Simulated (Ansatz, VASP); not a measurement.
# One calculation of C, two programs

File INCAR:

```
PREC     = Accurate       # precision mode
ENCUT    = 520            # plane-wave cutoff, eV
EDIFF    = 1E-7           # SCF threshold, eV
ISMEAR   = 0              # smearing method
SIGMA    = 0.03           # smearing width, eV
LREAL    = F              # projectors in reciprocal space
LASPH    = T              # aspherical terms in the spheres
NELM     = 100            # most SCF steps
ALGO     = Normal         # electronic algorithm
ISIF     = 2              # what is computed and relaxed
LWAVE    = F              # write WAVECAR
LCHARG   = F              # write CHGCAR
GGA      = PE             # functional
IVDW     = 12             # dispersion correction
NBANDS   = 16             # bands
```

KPOINTS

```
regular mesh
0
Gamma
  14 10 8
```

POSCAR

```
C
1.0
   -1.2327815062      2.1341012746      0.0000000000
   -1.2327815062      0.0000000000     -3.3978816559
   -3.6983445185     -2.1341012746      0.0000000000
C
4
Direct
    0.2435142457      0.0263693055      0.9100861526
    0.7565755541     -0.0263693055      0.4232172474
    0.2484277605      0.0061214440      0.5818356333
    0.7514824397     -0.0061214440      0.0848609667
```

Input for Ansatz:

```yaml
crystal:
  lattice:
    - [-1.2327815062, 2.1341012746, 0.0]
    - [-1.2327815062, 0.0, -3.3978816559]
    - [-3.6983445185, -2.1341012746, 0.0]
  atoms:
    - { symbol: C, position: [0.2435142457, 0.0263693055, 0.9100861526] }
    - { symbol: C, position: [0.7565755541, -0.0263693055, 0.4232172474] }
    - { symbol: C, position: [0.2484277605, 0.006121444, 0.5818356333] }
    - { symbol: C, position: [0.7514824397, -0.006121444, 0.0848609667] }
basis:
  ecutwfc: 520.0
kpoints:
  mp_grid: { grid: [14, 10, 8] }
hamiltonian:
  xc: pbe
  pseudopotentials: { kind: paw, azcp: { folder: soft_1 } }
  dispersion: d3bj
scf:
  occupations: { method: gaussian, width: 0.03 }
output:
  forces: true
  stress: true
  eigenvalues: true
```

Change from the starting cell: mode 4 frozen in at -0.034 Å and mode 6 at -0.055 Å (largest displacements).

Alike in both runs: task single point; functional PBE; dispersion D3(BJ); k mesh 14 × 10 × 8; occupations gaussian, width 0.03 eV; no spin polarisation.

|  | VASP | Ansatz |
| --- | --- | --- |
| version | VASP 6.6.1 | Ansatz 0.2.0 |
| potentials or method | VASP PAW PBE potentials, release 64 (C), cutoff 520 eV | scalar-relativistic, plane waves, PAW |
| valence electrons in the cell | 16 | 16 |

VASP gave:

| Property | Result |
| --- | --- |
| gap on the k mesh at the Fermi level (eV) | 0.45 |
| least direct gap on the mesh (eV) | 0.57 |
| pressure (GPa) | -0.7 |
| traceless stress, the component that is largest in VASP (GPa) | -0.40 |
| rms of the force components (eV/Å) | 0.597 |

Question: Which values does Ansatz return?

Answer: gap on the k mesh at the Fermi level (eV): 0.45; least direct gap on the mesh (eV): 0.57; pressure (GPa): -1.2; traceless stress, the component that is largest in VASP (GPa): 0.12; rms of the force components (eV/Å): 0.600.

Atom by atom the forces differ by 0.003 eV/Å (rms over components).
